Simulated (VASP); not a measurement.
# Cr (P6_3/mmc) in VASP: single point with r2SCAN

Aim: the single point of Cr with r2SCAN.

Program: VASP 6.6.1. These are calculated values, not measurements. Logs are shortened: lines on timing, memory, paths and dates and some standing lists are left out, and cuts for length are marked.

### Step 1. The cell of the first run

Symmetry: P6_3/mmc, No. 194, hexagonal system. The conventional cell has a = 2.714 Å, b = 2.714 Å, c = 4.410 Å, α = 90.00°, β = 90.00°, γ = 120.00°. Within 3.6 Å of Cr (site symmetry -6m2) lie 12 Cr at 2.71 Å.

### Step 2. Single point, r2SCAN, collinear spin, ferromagnetic start

Input file POSCAR:

```
Cr
1.0
    2.7139987200      0.0000000000      0.0000000000
   -1.3569993600      2.3503918400      0.0000000000
    0.0000000000      0.0000000000      4.4100000000
Cr
2
Direct
    0.3333333300      0.6666666700      0.2500000000
    0.6666666700      0.3333333300      0.7500000000
```

Input file INCAR.step1:

```
SYSTEM = Cr
ALGO     = Normal         ! electronic algorithm
EDIFF    = 1E-4           ! SCF threshold, eV
ENCUT    = 520            ! plane-wave cutoff, eV
GGA      = PE             ! functional
ISMEAR   = 0              ! smearing method
ISPIN    = 2              ! spin polarisation
LASPH    = .True.         ! aspherical terms in the spheres
LCHARG   = .False.        ! write CHGCAR
LMAXMIX  = 4              ! l up to which the mixer works
LREAL    = .False.        ! projectors in reciprocal space
LWAVE    = .True.         ! write WAVECAR
MAGMOM   = 3 3            ! initial moments
NBANDS   = 23             ! bands
NELM     = 150            ! most SCF steps
PREC     = Accurate       ! precision mode
SIGMA    = 0.1            ! smearing width, eV
```

Input file INCAR.step2:

```
SYSTEM = Cr
ALGO     = Normal         ! electronic algorithm
EDIFF    = 1E-6           ! SCF threshold, eV
ENCUT    = 520            ! plane-wave cutoff, eV
ISIF     = 2              ! what is computed and relaxed
ISMEAR   = 0              ! smearing method
ISPIN    = 2              ! spin polarisation
ISTART   = 1            
LASPH    = .True.         ! aspherical terms in the spheres
LCHARG   = .False.        ! write CHGCAR
LMAXMIX  = 4              ! l up to which the mixer works
LMIXTAU  = .True.       
LORBIT   = 11             ! projections on sites
LREAL    = .False.        ! projectors in reciprocal space
LWAVE    = .False.        ! write WAVECAR
MAGMOM   = 3 3            ! initial moments
METAGGA  = R2SCAN         ! meta-GGA
NBANDS   = 23             ! bands
NELM     = 150            ! most SCF steps
PREC     = Accurate       ! precision mode
SIGMA    = 0.1            ! smearing width, eV
```

Input file KPOINTS:

```
k-points
0
Gamma
  11 11 6
  0 0 0
```

Potentials or basis: VASP PAW PBE potentials, release 64 (Cr_pv).

Launch:

```console
$ cat potpaw_PBE.64/Cr_pv/POTCAR > POTCAR
$ cp INCAR.step1 INCAR
$ mpirun -np 1 vasp_std > vasp.out
$ cp INCAR.step2 INCAR
$ mpirun -np 1 vasp_std > vasp.out
```

OUTCAR:

```text
SYSTEM = Cr
   EDIFF = 1E-6
   ENCUT = 520
   ISIF = 2
   ISMEAR = 0
   ISPIN = 2
   ISTART = 1
   LASPH = .True.
   LORBIT = 11
   LREAL = .False.
   METAGGA = R2SCAN
   NELM = 150
   PREC = Accurate

 ion  position               nearest neighbor table
   1  0.333  0.667  0.250-   2 2.71   2 2.71   2 2.71   2 2.71   2 2.71   2 2.71
   2  0.667  0.333  0.750-   1 2.71   1 2.71   1 2.71   1 2.71   1 2.71   1 2.71

  LATTYP: Found a hexagonal cell.
 ALAT       =     2.7139987200
 C/A-ratio  =     1.6249086514

  Lattice vectors:

 A1 = (   2.7139987200,   0.0000000000,   0.0000000000)
 A2 = (  -1.3569993600,   2.3503918400,   0.0000000000)
 A3 = (   0.0000000000,   0.0000000000,   4.4100000000)

Analysis of symmetry for initial positions (statically):
=====================================================================
 Subroutine PRICEL returns:
 Original cell was already a primitive cell.

 Routine SETGRP: Setting up the symmetry group for a
 hexagonal supercell.

 Subroutine GETGRP returns: Found 24 space group operations
 (whereof 12 operations were pure point group operations)
 out of a pool of 24 trial point group operations.

The static configuration has the point symmetry D_3d.
 The point group associated with its full space group is D_6h.

Analysis of symmetry for dynamics (positions and initial velocities):
=====================================================================
 Subroutine PRICEL returns:
 Original cell was already a primitive cell.

 Routine SETGRP: Setting up the symmetry group for a
 hexagonal supercell.

 Subroutine GETGRP returns: Found 24 space group operations
 (whereof 12 operations were pure point group operations)
 out of a pool of 24 trial point group operations.

The dynamic configuration has the point symmetry D_3d.
 The point group associated with its full space group is D_6h.

Analysis of structural, dynamic, and magnetic symmetry:
=====================================================================
 Subroutine PRICEL returns:
 Original cell was already a primitive cell.

 Routine SETGRP: Setting up the symmetry group for a
 hexagonal supercell.

 Subroutine GETGRP returns: Found 24 space group operations
 (whereof 12 operations were pure point group operations)
 out of a pool of 24 trial point group operations.

The overall configuration has the point symmetry D_3d.
 The point group associated with its full space group is D_6h.

 Subroutine INISYM returns: Found 24 space group operations
 (whereof 12 operations are pure point group operations),
 and found     1 'primitive' translations

----------------------------------------------------------------------------------------

                                     Primitive cell

  volume of cell :      28.1312

  direct lattice vectors                    reciprocal lattice vectors
     2.713998720  0.000000000  0.000000000     0.368460012  0.212730487  0.000000000
    -1.356999360  2.350391840  0.000000000     0.000000000  0.425460973  0.000000000
     0.000000000  0.000000000  4.410000000     0.000000000  0.000000000  0.226757370

  length of vectors
     2.713998720  2.713998722  4.410000000     0.425460974  0.425460973  0.226757370

  position of ions in fractional coordinates (direct lattice)
     0.333333330  0.666666670  0.250000000
     0.666666670  0.333333330  0.750000000

  ion indices of the primitive-cell ions
   primitive index   ion index
                 1           1
                 2           2

----------------------------------------------------------------------------------------

 KPOINTS: k-points

Automatic generation of k-mesh.
 Grid dimensions read from file:
 generate k-points for:   11   11    6

 Generating k-lattice:

  Cartesian coordinates                     Fractional coordinates (reciprocal lattice)
     0.033496365  0.019339135  0.000000000     0.090909091 -0.000000000  0.000000000
     0.000000000  0.038678270  0.000000000     0.000000000  0.090909091  0.000000000
     0.000000000  0.000000000  0.037792895     0.000000000  0.000000000  0.166666667

  Length of vectors
     0.038678270  0.038678270  0.037792895

  Shift w.r.t. Gamma in fractional coordinates (k-lattice)
     0.000000000  0.000000000  0.000000000

 Subroutine IBZKPT returns following result:
 ===========================================

 Found     64 irreducible k-points:

 Following reciprocal coordinates:
            Coordinates               Weight
  0.000000  0.000000  0.000000      1.000000
  0.090909  0.000000  0.000000      6.000000
  0.181818  0.000000  0.000000      6.000000
  0.272727  0.000000  0.000000      6.000000
  0.363636  0.000000  0.000000      6.000000
  0.454545  0.000000  0.000000      6.000000
[... 16 lines left out ...]
  0.090909  0.090909  0.166667     12.000000
  0.181818  0.090909  0.166667     24.000000
 [... further k-points ...]
   k-points           NKPTS =     64   k-points in BZ     NKDIM =     64   number of bands    NBANDS=     23
   number of dos      NEDOS =    301   number of ions     NIONS =      2
   total plane-waves  NPLWV =  14400
   dimension x,y,z NGX =    20 NGY =   20 NGZ =   36
   dimension x,y,z NGXF=    40 NGYF=   40 NGZF=   72
   ions per type =               2
   NGX,Y,Z   is equivalent  to a cutoff of  12.25, 12.25, 13.57 a.u.
   NGXF,Y,Z  is equivalent  to a cutoff of  24.50, 24.50, 27.14 a.u.
 SYSTEM =  Cr
   PREC   = accura    normal or accurate (medium, high low for compatibility)
   ISTART =      1    job   : 0-new  1-cont  2-samecut
   ICHARG =      0    charge: 1-file 2-atom 10-const
   ISPIN  =      2    spin polarized calculation?
   LNONCOLLINEAR =      F non collinear calculations
   LSORBIT =      F    spin-orbit coupling
   LASPH  =      T    aspherical Exc in radial PAW
   ENCUT  =  520.0 eV  38.22 Ry    6.18 a.u.   5.05  5.05  8.20*2*pi/ulx,y,z
   NELM   =    150;   NELMIN=  2; NELMDL=  0     # of ELM steps
   EDIFF  = 0.1E-05   stopping-criterion for ELM
   LREAL  =      F    real-space projection
   EDIFFG = 0.1E-04   stopping-criterion for IOM
   NSW    =      0    number of steps for IOM
   IBRION =     -1    ionic relax: 0-MD 1-quasi-New 2-CG
   NFREE  =      0    steps in history (QN), initial steepest desc. (CG)
   ISIF   =      2    stress and relaxation
   ISYM   =      2    0-nonsym 1-usesym 2-fastsym
   POTIM  = 0.5000    time-step for ionic-motion
   TEBEG  =    0.0;   TEEND  =   0.0 temperature during run
   PSTRESS=    0.0 pullay stress
   NELECT =      24.0000    total number of electrons
   NUPDOWN=      -1.0000    fix difference up-down
   EMIN   =  10.00;   EMAX   =-10.00  energy-range for DOS
   EFERMI =   0.00;   METHOD = LEGACY
   ISMEAR =     0;   SIGMA  =   0.10  broadening in eV -4-tet -1-fermi 0-gaus
   EFERMI_NEDOS =   21; number of points for ismear=-14 and -15
   IALGO  =     38    algorithm
   IMIX   =      4    mixing-type and parameters
     AMIX     =   0.40;   BMIX     =  1.00
     AMIX_MAG =   1.60;   BMIX_MAG =  1.00
  volume/ion in A,a.u.               =      14.07        94.92
  Fermi-wavevector in a.u.,A,eV,Ry     =   1.552682  2.934143 32.801200  2.410820
  Thomas-Fermi vector in A             =   2.657022
   LORBIT       =     11    0 simple, 1 ext, 2 COOP (PROOUT), +10 PAW based schemes
   METAGGA = R2SCAN    functional components
   LHFCALC =     F    Hartree Fock is set to
   AEXX    =    0.0000 exact exchange contribution
   IVDW    =     0    specifies the selected vdW correction
   LEPSILON=     F    determine dielectric tensor
   LRPA    =     F    only Hartree local field effects (RPA)
 spin polarized calculation
 Gauss-broadening in eV      SIGMA  =   0.10
  energy-cutoff  :      520.00
  volume of cell :       28.13
 maximum number of plane-waves:       772
   NGX = 11   NGY = 11   NGZ = 17

 number of electron      24.0000005 magnetization       4.1314161

 Free energy of the ion-electron system (eV)
  ---------------------------------------------------
  ext. energy  EPLUGINS =         0.00000000
  ---------------------------------------------------
  free energy    TOTEN  =       -28.34261817 eV

  energy without entropy =      -28.33153463  energy(sigma->0) =      -28.33707640

 E-fermi :   8.5083     XC(G=0): -13.6195

 val. band max:        8.4975164742   @ k =   0.1818   0.0000   0.3333
 cond. band min:       8.5162029173   @ k =   0.2727   0.1818   0.1667
 fundamental gap:      0.0186864431
 Fermi energy:         8.5083194816

 spin component 1

 k-point     1 :       0.0000    0.0000    0.0000
  band No.  band energies     occupation
      1     -37.5208      1.00000
      2     -37.0221      1.00000
      3     -37.0133      1.00000
      4     -37.0132      1.00000
      5     -36.9439      1.00000
      6     -36.9438      1.00000
[... 15 lines left out ...]
     22      26.8187      0.00000
     23      29.3817      0.00000
[... 575 lines left out ...]
      1     -37.4209      1.00000
      2     -37.1693      1.00000
      3     -37.1511      1.00000
      4     -37.0755      1.00000
      5     -37.0371      1.00000
      6     -36.9892      1.00000
[... 15 lines left out ...]
     22      21.4408      0.00000
     23      23.3987      0.00000

 [... further k-points ...]

 spin component 2

 k-point     1 :       0.0000    0.0000    0.0000
  band No.  band energies     occupation
      1     -34.8165      1.00000
      2     -34.3812      1.00000
      3     -34.3811      1.00000
      4     -34.3110      1.00000
      5     -34.3109      1.00000
      6     -34.2742      1.00000
[... 15 lines left out ...]
     22      26.9540      0.00000
     23      29.8787      0.00000
[... 575 lines left out ...]
      1     -34.7129      1.00000
      2     -34.5450      1.00000
      3     -34.5224      1.00000
      4     -34.4313      1.00000
      5     -34.3591      1.00000
      6     -34.3225      1.00000
[... 15 lines left out ...]
     22      22.7053      0.00000
     23      24.7097      0.00000

 [... further k-points ...]
[... 5 lines left out ...]
  --------------------------------------------------------------------------------------
  -------------------------------------------------------------------------------------
  Total       -2.2798191     -2.2798191     -3.3790345     -0.0000000      0.0000000      0.0000000
  in kB     -129.8441751   -129.8441754   -192.4485766     -0.0000000      0.0000000      0.0000000
  external PRESSURE =    -150.7123090 kB  Pullay stress =       0.0000000 kB

 VOLUME and BASIS-vectors are now :
 -----------------------------------------------------------------------------
  energy-cutoff  :      520.00
  volume of cell :       28.13
      direct lattice vectors                 reciprocal lattice vectors
     2.713998720  0.000000000  0.000000000     0.368460012  0.212730487  0.000000000
    -1.356999360  2.350391840  0.000000000     0.000000000  0.425460973  0.000000000
     0.000000000  0.000000000  4.410000000     0.000000000  0.000000000  0.226757370

 POSITION                                       TOTAL-FORCE (eV/Angst)
 -----------------------------------------------------------------------------------
     -0.00000      1.56693      1.10250         0.000000      0.000000      0.000000
      1.35700      0.78346      3.30750        -0.000000     -0.000000      0.000000
 -----------------------------------------------------------------------------------
    total drift:                               -0.000003      0.000002     -0.000000

  FREE ENERGIE OF THE ION-ELECTRON SYSTEM (eV)
  ---------------------------------------------------
  free  energy   TOTEN  =       -28.3426181717 eV

  energy  without entropy=      -28.3315346291  energy(sigma->0) =      -28.33707640

 total charge

# of ion       s       p       d       tot
------------------------------------------
    1        0.661   6.296   4.016  10.973
    2        0.661   6.296   4.016  10.973
--------------------------------------------------
tot          1.321  12.593   8.032  21.946

 magnetization (x)

# of ion       s       p       d       tot
------------------------------------------
    1        0.029   0.021   1.961   2.011
    2        0.029   0.021   1.961   2.011
--------------------------------------------------
tot          0.058   0.041   3.922   4.021
```

Wall time 7.8 min (1 thread of AMD EPYC 7R43 (Zen 3), shared host); peak memory 0.16 GiB.

Results:

| Quantity | Value |
| --- | --- |
| Free energy | -28.3426 eV |
| Pressure | -15.1 GPa |
| Net moment | 4.13 μB per cell |
| Site moments | Cr +2.01 μB |
| Valence electrons inside the program's atomic spheres | Cr 10.97 |

Levels at points of the mesh, in eV from the Fermi level:
Spin up:
| k point | band 10 | band 11 | band 12 | band 13 | band 14 | band 15 | band 16 | band 17 | band 18 | band 19 |
| --- | --- | --- | --- | --- | --- | --- | --- | --- | --- | --- |
| (0.00, 0.00, 0.00) | -1.38 | -1.38 | -1.02 | -1.02 | -0.73 | -0.73 | -0.04 | 0.55 | 0.55 | 1.55 |
| (0.00, 0.00, 0.50) | -1.88 | -1.48 | -1.48 | -1.48 | -1.48 | 0.21 | 0.21 | 0.21 | 0.21 | 1.60 |
Spin down:
```
           k point  band 6  band 7  band 8  band 9  band 10  band 11  band 12  band 13  band 14  band 15
(0.00, 0.00, 0.00)  -42.78   -7.57   -2.96    0.22     0.86     0.95     0.95     1.40     1.40     2.09
(0.00, 0.00, 0.50)  -42.85   -5.44   -5.44    0.02     0.02     0.92     0.92     0.92     0.92     3.05
```

Caveat: the PAW data sets were made with another functional, which shifts forces and pressure a little.
